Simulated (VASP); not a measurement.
Input of a VASP 6.6.1 run:

File POSCAR:

```
AlN
1.0
    3.3512254781      0.0000000000      0.0000000000
   -1.6756127390      2.9022463978      0.0000000000
    0.0000000000      0.0000000000      4.2899103548
Al N
2 2
Direct
    0.3333333333      0.6666666667      0.0000000000
    0.6666666667      0.3333333333      0.5000000000
    0.3333333333      0.6666666667      0.3850000000
    0.6666666667      0.3333333333      0.8850000000
```

INCAR.step1

```
PREC     = Accurate       # precision mode
ENCUT    = 520            # plane-wave cutoff, eV
ISMEAR   = 0              # smearing method
SIGMA    = 0.05           # smearing width, eV
LREAL    = False          # projectors in reciprocal space
LASPH    = True           # aspherical terms in the spheres
NELM     = 100            # most SCF steps
NBANDS   = 16             # bands
GGA      = PE             # functional
ALGO     = Normal         # electronic algorithm
EDIFF    = 1E-4           # SCF threshold, eV
LWAVE    = True           # write WAVECAR
LCHARG   = False          # write CHGCAR
```

Contents of INCAR.step2:

```
PREC     = Accurate       # precision mode
ENCUT    = 520            # plane-wave cutoff, eV
EDIFF    = 1E-7           # SCF threshold, eV
ISMEAR   = 0              # smearing method
SIGMA    = 0.05           # smearing width, eV
LREAL    = False          # projectors in reciprocal space
LASPH    = True           # aspherical terms in the spheres
NELM     = 100            # most SCF steps
ALGO     = Normal         # electronic algorithm
ISIF     = 2              # what is computed and relaxed
LWAVE    = False          # write WAVECAR
LCHARG   = False          # write CHGCAR
METAGGA  = R2SCAN         # meta-GGA
LMIXTAU  = True         
NBANDS   = 16             # bands
ISTART   = 1
```

The input KPOINTS:

```
Automatic mesh
0
Gamma
  12 12 6
```

Potentials or basis: VASP PAW PBE potentials, release 64 (Al, N).

Launch:

```console
$ cat potpaw_PBE.64/Al/POTCAR potpaw_PBE.64/N/POTCAR > POTCAR
$ cp INCAR.step1 INCAR
$ mpirun -np 1 vasp_std > vasp.out
$ cp INCAR.step2 INCAR
$ mpirun -np 1 vasp_std > vasp.out
```

(1) Estimate the pressure.

(2) What does it give for the largest force?

(3) Predict the band gap on the k mesh.

Answers

(1) 9.9 GPa.

(2) 5.580 eV/Å.

(3) 4.32 eV, indirect (least direct gap 4.33 eV).

Caveat: the PAW data sets were made with another functional, which shifts forces and pressure a little.
